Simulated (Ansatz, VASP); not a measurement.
## One calculation of Zr, two programs

File INCAR:

```
SYSTEM = Zr
ALGO = Normal ; EDIFF = 1E-6
ENCUT = 500 ; GGA = PE
GGA_COMPAT = .FALSE. ; ISIF = 2
ISMEAR = 0 ; IVDW = 12
LASPH = .TRUE. ; LCHARG = .FALSE.
LREAL = .FALSE. ; LWAVE = .FALSE.
NBANDS = 19 ; NELM = 120
PREC = Accurate ; SIGMA = 0.1
```

The input KPOINTS:

```
k-points
0
G
  6 6 4
  0 0 0
```

POSCAR

```
Zr
1.0
    3.1900000000      0.0000000000      0.0000000000
   -1.5950000000      2.7626210000      0.0000000000
    0.0000000000      0.0000000000      5.1100000000
Zr
2
Direct
    0.3333333000      0.6666667000      0.2500000000
    0.6666667000      0.3333333000      0.7500000000
```

Input for Ansatz:

```yaml
crystal:
  lattice:
    - [3.19, 0.0, 0.0]
    - [-1.595, 2.762621, 0.0]
    - [0.0, 0.0, 5.11]
  atoms:
    - { symbol: Zr, position: [0.3333333, 0.6666667, 0.25] }
    - { symbol: Zr, position: [0.6666667, 0.3333333, 0.75] }
basis:
  ecutwfc: 420
kpoints:
  mp_grid: { grid: [6, 6, 4] }
hamiltonian:
  xc: pbe
  dispersion: d3bj
  pseudopotentials: { kind: paw, azcp: { folder: soft_1 } }
scf:
  occupations: { method: gaussian, width: 0.1 }
output:
  forces: true
  stress: true
  eigenvalues: true
```

Alike in both runs: task single point; functional PBE; dispersion D3(BJ); k mesh 6 × 6 × 4; occupations gaussian, width 0.1 eV; no spin polarisation.

|  | VASP | Ansatz |
| --- | --- | --- |
| version | VASP 6.6.1 | Ansatz 0.2.0 |
| potentials or method | VASP PAW PBE potentials, release 64 (Zr_sv), cutoff 500 eV | scalar-relativistic, plane waves, PAW |
| valence electrons in the cell | 24 | 24 |

```csv
,VASP,Ansatz,Ansatz less VASP
gap on the k mesh at the Fermi level (eV),none,none,-
pressure (GPa),-0.5,-0.5,-0.01
"traceless stress, the component that is largest in VASP (GPa)",0.30,0.30,0.000
```

A gap of «none» marks a metal or a gap that the smearing closes.

The k mesh is coarse, so the values compare programs but aren't converged.
